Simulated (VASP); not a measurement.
Input of a VASP 6.6.1 run:

The input INCAR:

```
ALGO = Normal
EDIFF = 1E-6
ENCUT = 520
GGA = PE
ISIF = 2
ISMEAR = -1
LASPH = True
LCHARG = False
LREAL = False
LWAVE = False
NBANDS = 8
NELM = 60
PREC = Accurate
SIGMA = 0.05
```

Contents of KPOINTS:

```
k-points
0
Gamma
  17 17 17
```

File POSCAR:

```
Al
1.0
   -1.5977484179      1.5977484179      1.5977484179
    1.5977484179     -1.5977484179      1.5977484179
    1.5977484179      1.5977484179     -1.5977484179
Al
1
Direct
    0.0000000000      0.0000000000      0.0000000000
```

Potentials or basis: VASP PAW PBE potentials, release 64 (Al).

The run is started by

```bash
$ cat potpaw_PBE.64/Al/POTCAR > POTCAR
$ mpirun -np 1 vasp_std > vasp.out
```

Estimate the pressure.

2.6 GPa.
